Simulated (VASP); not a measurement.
Runs of VASP 6.6.1 on Sn. The structure is that of space group Fd-3m (No. 227), or close to it. The cells are those of the table. This isn't the form of Sn at room conditions, which is tetragonal (white tin).

| level | spin | k mesh | grid for exact exchange (PRECFOCK) | share of exact exchange | screening parameter | gap on the mesh (eV) | pressure (GPa) |
| --- | --- | --- | --- | --- | --- | --- | --- |
| PBEsol | off | 4 × 4 × 4 | - | - | - | none | 0.6 |
| PBEsol | non-collinear, zero start, SOC | 12 × 12 × 12 | - | - | - | - | 0.0 |
| PBEsol | off | 12 × 12 × 12 | - | - | - | none | -0.1 |
| HSE06 | off | 4 × 4 × 4 | Normal | 0.25 | 0.2079 1/Å | none | (a) |

Alike in all rows: task single point; potentials or basis VASP PAW PBE potentials, release 64 (Sn_d); cell a = 4.625 Å, angles 60.0°, 2 atoms; cutoff (eV) 520; smearing gaussian 0.1 eV.

Q: Estimate the missing entries.

A: (a) 0.8.

Caveats: some runs use coarse meshes; the PAW data sets were made with another functional, which shifts forces and pressure a little; spin-orbit coupling is left out, which moves the levels of the heavy elements (at least some runs).

A k mesh can miss the band edges, and rows without SOC leave out spin-orbit coupling on Sn.

A gap of «none» marks levels without a gap at the run's occupations.
